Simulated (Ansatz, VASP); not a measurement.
# C: VASP beside Ansatz

```
C
1.0
     0.00000    1.78337    1.78337
     1.78337    0.00000    1.78337
     1.78337    1.78337    0.00000
C
2
Direct
  0.75000 0.75000 0.75000
  0.50000 0.50000 0.50000
```

Alike in both runs: task relaxation of cell and atoms; functional revPBE; dispersion D4; k mesh 13 × 13 × 13; occupations fermi-dirac, width 0.05 eV; no spin polarisation.

|  | VASP | Ansatz |
| --- | --- | --- |
| version | VASP 6.6.1 | Ansatz 0.2.0 |
| potentials or method | VASP PAW PBE potentials, release 64 (C), cutoff 600 eV | all-electron LAPW, scalar-relativistic |

VASP gave:

```
relaxed volume (Å³/atom)                                     : 5.59
relaxed cell length with the largest relative difference (Å) : 2.509
```

Problem. Estimate Ansatz's values.

Solution. Relaxed volume (Å³/atom): 5.59; relaxed cell length with the largest relative difference (Å): 2.510.

VASP's potentials were made for PBE, not for revPBE. Ansatz ran all-electron here, and VASP with PAW potentials.
